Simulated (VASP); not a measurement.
# BaO (Fm-3m) in VASP: vibrations by perturbation theory with PBE

Aim: the vibrations by perturbation theory of BaO with PBE.

All numbers are computed with VASP 6.6.1; they aren't measurements. Logs are shortened: lines on timing, memory, paths and dates and some standing lists are left out, and cuts for length are marked.

**1. The cell of the first run**

The structure is cubic, space group Fm-3m (No. 225). Conventional cell: a = 5.574 Å, b = 5.574 Å, c = 5.574 Å, α = 90.00°, β = 90.00°, γ = 90.00°. Within 3.7 Å of Ba (site symmetry m-3m) lie 6 O at 2.79 Å. Within 3.7 Å of O (site symmetry m-3m) lie 6 Ba at 2.79 Å.

**2. Vibrations by perturbation theory, PBE**

Contents of INCAR:

```
SYSTEM = BaO
PREC = Accurate ; ENCUT = 600
EDIFF = 1E-8 ; ISMEAR = 0
SIGMA = 0.01 ; LREAL = .FALSE.
LASPH = .TRUE. ; NELM = 120
ALGO = Normal ; ISIF = 2
LWAVE = .FALSE. ; LCHARG = .FALSE.
GGA = PE ; NBANDS = 15
IBRION = 8 ; NSW = 1
LEPSILON = .TRUE. ; GGA_COMPAT = .FALSE.
```

Contents of KPOINTS:

```
regular mesh
0
G
  8 8 8
  0 0 0
```

Contents of POSCAR:

```
BaO
1.0
    0.0000000000      2.7869987793      2.7869987793
    2.7869987793      0.0000000000      2.7869987793
    2.7869987793      2.7869987793      0.0000000000
Ba O
1 1
Direct
    0.0000000000      0.0000000000      0.0000000000
    0.5000000000      0.5000000000      0.5000000000
```

Potentials or basis: VASP PAW PBE potentials, release 64 (Ba_sv, O).

The run is started by

```
$ cat potpaw_PBE.64/Ba_sv/POTCAR potpaw_PBE.64/O/POTCAR > POTCAR
$ mpirun -np 1 vasp_std > vasp.out
```

OUTCAR:

```text
SYSTEM = BaO
   PREC = Accurate
   ENCUT = 600
   EDIFF = 1E-8
   ISMEAR = 0
   LREAL = .FALSE.
   LASPH = .TRUE.
   NELM = 120
   ISIF = 2
   GGA = PE
   IBRION = 8
   NSW = 1
   LEPSILON = .TRUE.

 ion  position               nearest neighbor table
   1  0.000  0.000  0.000-   2 2.79   2 2.79   2 2.79   2 2.79   2 2.79   2 2.79
   2  0.500  0.500  0.500-   1 2.79   1 2.79   1 2.79   1 2.79   1 2.79   1 2.79

  LATTYP: Found a face centered cubic cell.
 ALAT       =     5.5739975586

  Lattice vectors:

 A1 = (   0.0000000000,   2.7869987793,   2.7869987793)
 A2 = (   2.7869987793,   0.0000000000,   2.7869987793)
 A3 = (   2.7869987793,   2.7869987793,   0.0000000000)

Analysis of symmetry for initial positions (statically):
=====================================================================
 Subroutine PRICEL returns:
 Original cell was already a primitive cell.

 Routine SETGRP: Setting up the symmetry group for a
 face centered cubic supercell.

 Subroutine GETGRP returns: Found 48 space group operations
 (whereof 48 operations were pure point group operations)
 out of a pool of 48 trial point group operations.

The static configuration has the point symmetry O_h .

Analysis of symmetry for dynamics (positions and initial velocities):
=====================================================================
 Subroutine PRICEL returns:
 Original cell was already a primitive cell.

 Routine SETGRP: Setting up the symmetry group for a
 face centered cubic supercell.

 Subroutine GETGRP returns: Found 48 space group operations
 (whereof 48 operations were pure point group operations)
 out of a pool of 48 trial point group operations.

The dynamic configuration has the point symmetry O_h .

 Subroutine INISYM returns: Found 48 space group operations
 (whereof 48 operations are pure point group operations),
 and found     1 'primitive' translations
[... 663 lines left out ...]
    -0.01928 -0.00000  0.00000
    -0.00000  0.00125  0.00000
     0.00000  0.00000  0.00125

 MACROSCOPIC STATIC DIELECTRIC TENSOR (including local field effects in DFT)
 ------------------------------------------------------
           4.279432    -0.000000     0.000000
          -0.000000     4.279432     0.000000
          -0.000000     0.000000     4.279432
 ------------------------------------------------------

 PIEZOELECTRIC TENSOR (including local field effects)  for field in x, y, z        (e  Angst)
          XX          YY          ZZ          XY          YZ          ZX
  --------------------------------------------------------------------------------
  x     0.00000     0.00000     0.00000     0.00000     0.00000     0.00000
  y     0.00000     0.00000     0.00000     0.00000     0.00000     0.00000
  z     0.00000     0.00000     0.00000     0.00000     0.00000     0.00000

 PIEZOELECTRIC TENSOR (including local field effects)  for field in x, y, z        (C/m^2)
          XX          YY          ZZ          XY          YZ          ZX
  --------------------------------------------------------------------------------
  x     0.00000     0.00000     0.00000     0.00000     0.00000     0.00000
  y     0.00000     0.00000     0.00000     0.00000     0.00000     0.00000
  z     0.00000     0.00000     0.00000     0.00000     0.00000     0.00000

 BORN EFFECTIVE CHARGES (including local field effects) (in |e|, cummulative output)
 ---------------------------------------------------------------------------------
 ion    1
    1     2.74867    -0.00000    -0.00000
    2    -0.00000     2.74867    -0.00000
    3     0.00000     0.00000     2.74867
 ion    2
    1    -2.74867     0.00000     0.00000
    2     0.00000    -2.74867     0.00000
    3    -0.00000    -0.00000    -2.74867

 INTERNAL STRAIN TENSOR FOR ION    2 for displacements in x,y,z  (eV/Angst):
          X           Y           Z          XY          YZ          ZX
  --------------------------------------------------------------------------------
  x     0.00000     0.00000     0.00000     0.00000     0.00000     0.00000
  y     0.00000     0.00000     0.00000     0.00000     0.00000     0.00000
  z     0.00000     0.00000     0.00000     0.00000     0.00000     0.00000

 SECOND DERIVATIVES (NOT SYMMETRIZED)
 ------------------------------------
               1X          1Y          1Z          2X          2Y          2Z
  1X    -0.597645    0.000000    0.000000    0.597645    0.000000    0.000000
  1Y     0.000000   -0.597645    0.000000    0.000000    0.597645    0.000000
  1Z     0.000000    0.000000   -0.597645    0.000000    0.000000    0.597645
  2X     0.608396    0.000000    0.000000   -0.608396    0.000000    0.000000
  2Y     0.000000    0.608396    0.000000    0.000000   -0.608396    0.000000
  2Z     0.000000    0.000000    0.608396    0.000000    0.000000   -0.608396

 Eigenvectors and eigenvalues of the dynamical matrix
 ----------------------------------------------------

   1 f  =    3.218222 THz    20.220684 2PiTHz  107.348325 cm-1    13.309490 meV
             X         Y         Z           dx          dy          dz
      0.000000  0.000000  0.000000    -0.080595   -0.310174   -0.000000
      2.786999  2.786999  2.786999     0.238223    0.916813   -0.000000
[... 21 lines left out ...]
   6 f/i=    0.008708 THz     0.054716 2PiTHz    0.290480 cm-1     0.036015 meV
             X         Y         Z           dx          dy          dz
      0.000000  0.000000  0.000000     0.000881   -0.167134    0.932396
      2.786999  2.786999  2.786999     0.000298   -0.056544    0.315446

--------------------------------------------------------------------------------------------------------

 MACROSCOPIC STATIC DIELECTRIC TENSOR IONIC CONTRIBUTION
 ------------------------------------------------------
          52.362741    -0.000000     0.000000
          -0.000000    52.362741    -0.000000
           0.000000    -0.000000    52.362741
 ------------------------------------------------------

 ELASTIC MODULI CONTR FROM IONIC RELAXATION (kBar)
 Direction    XX          YY          ZZ          XY          YZ          ZX
 --------------------------------------------------------------------------------
 XX           0.0000      0.0000      0.0000      0.0000      0.0000      0.0000
 YY           0.0000      0.0000      0.0000      0.0000      0.0000      0.0000
 ZZ           0.0000      0.0000      0.0000      0.0000      0.0000      0.0000
 XY           0.0000      0.0000      0.0000      0.0000      0.0000      0.0000
 YZ           0.0000      0.0000      0.0000      0.0000      0.0000      0.0000
 ZX           0.0000      0.0000      0.0000      0.0000      0.0000      0.0000
 --------------------------------------------------------------------------------

 PIEZOELECTRIC TENSOR IONIC CONTR  for field in x, y, z        (C/m^2)
          XX          YY          ZZ          XY          YZ          ZX
  --------------------------------------------------------------------------------
  x     0.00000     0.00000     0.00000     0.00000     0.00000     0.00000
  y     0.00000     0.00000     0.00000     0.00000     0.00000     0.00000
  z     0.00000     0.00000     0.00000     0.00000     0.00000     0.00000
```

OSZICAR:

```text
N       E                     dE             d eps       ncg     rms          rms(c)
DAV:   1     0.892389996519E+02    0.89239E+02   -0.85367E+03   870   0.111E+03
DAV:   2    -0.979114272136E+01   -0.99030E+02   -0.89078E+02  1218   0.213E+02
[... 189 lines left out ...]
RMM:   7    -0.367903951914E+00    0.13735E-05   -0.43118E-07  3275   0.229E-03    0.366E-04
RMM:   8    -0.367905623147E+00   -0.16712E-05   -0.10363E-06  3440   0.507E-04    0.194E-04
RMM:   9    -0.367906060986E+00   -0.43784E-06    0.29322E-07  3178   0.306E-04    0.378E-05
RMM:  10    -0.367906423027E+00   -0.36204E-06    0.11740E-07  3365   0.103E-04    0.216E-05
RMM:  11    -0.367906229323E+00    0.19370E-06   -0.10258E-08  3358   0.423E-05    0.267E-06
RMM:  12    -0.367906238760E+00   -0.94374E-08   -0.76677E-08  3528   0.113E-05    0.822E-07
 Linear response finished
```

Wall time 12 min (1 thread of Intel Xeon 8259CL, shared host); peak memory 0.3 GiB.

What came out:

```yaml
Electronic_dielectric_tensor_diagonal: 4.28
Born_charges_mean_of_the_diagonal: Ba +2.75; O -2.75 e
Highest_phonon_frequency_at_Γ_LO-TO_splitting_left_out: 107 cm⁻¹
```

Phonon frequencies in cm⁻¹ (negative: imaginary):
```
              q point        frequencies
(0.000, 0.000, 0.000)  0 0 0 107 107 107
```

Electronic dielectric tensor:
```
4.28 0.00 0.00
0.00 4.28 0.00
0.00 0.00 4.28
```

Born effective charge tensors (e):
atom 1, Ba
```
2.75 0.00 0.00
0.00 2.75 0.00
0.00 0.00 2.75
```
atom 2, O
```
-2.75  0.00  0.00
 0.00 -2.75  0.00
 0.00  0.00 -2.75
```

Caveat: the cell wasn't relaxed at this level first, which shifts response properties; spin-orbit coupling is left out, which moves the levels of the heavy elements.
